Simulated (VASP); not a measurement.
CuO: single point with PBE

The system is CuO.

```
CELL_PARAMETERS angstrom
0.00000 2.12206 2.12206
2.12206 0.00000 2.12206
2.12206 2.12206 0.00000
ATOMIC_POSITIONS crystal
Cu 0.00000 0.00000 0.00000
O 0.50000 0.50000 0.50000
```

```json
{
  "Program": "VASP 6.6.1",
  "Task": "single point",
  "Functional": "PBE",
  "Potentials or basis": "VASP PAW PBE potentials, release 64 (Cu, O)",
  "Cutoff": "520 eV",
  "k mesh": "22 × 22 × 22",
  "Occupations": "gaussian, width 0.1 eV",
  "Spin": "no spin polarisation"
}
```

```json
{"Pressure": "0.2 GPa", "Band gap on the k mesh": "zero (an odd number of electrons rules out a gap without spin polarisation)"}
```

Levels at points of the mesh, in eV from the Fermi level:
| k point | band 5 | band 6 | band 7 | band 8 | band 9 | band 10 | band 11 | band 12 | band 13 | band 14 |
| --- | --- | --- | --- | --- | --- | --- | --- | --- | --- | --- |
| (0.00, 0.00, 0.00) | -2.33 | -2.33 | -2.33 | -2.18 | -2.18 | 1.40 | 18.17 | 18.64 | 18.64 | 18.64 |
| (0.50, 0.00, 0.00) | -1.82 | -1.82 | -1.40 | 0.73 | 0.73 | 5.74 | 9.55 | 13.74 | 13.74 | 20.52 |
| (0.50, 0.50, 0.00) | -3.13 | -1.89 | -1.64 | -1.64 | -1.47 | 5.62 | 10.57 | 12.07 | 16.12 | 16.12 |

Wall time 62 s on 1 thread of Intel(R) Xeon(R) Platinum 8488C (Sapphire Rapids), on a shared host, peak memory 0.21 GiB.

Caveat: an odd number of electrons without spin polarisation forces a metal; a magnetic or distorted state may lie lower; semilocal functionals often make such compounds metallic where correlation or magnetic order opens a gap, which also shifts bond lengths. With open d or f shells a metallic result of PBE can be an artefact of self-interaction; +U or a hybrid may open a gap.
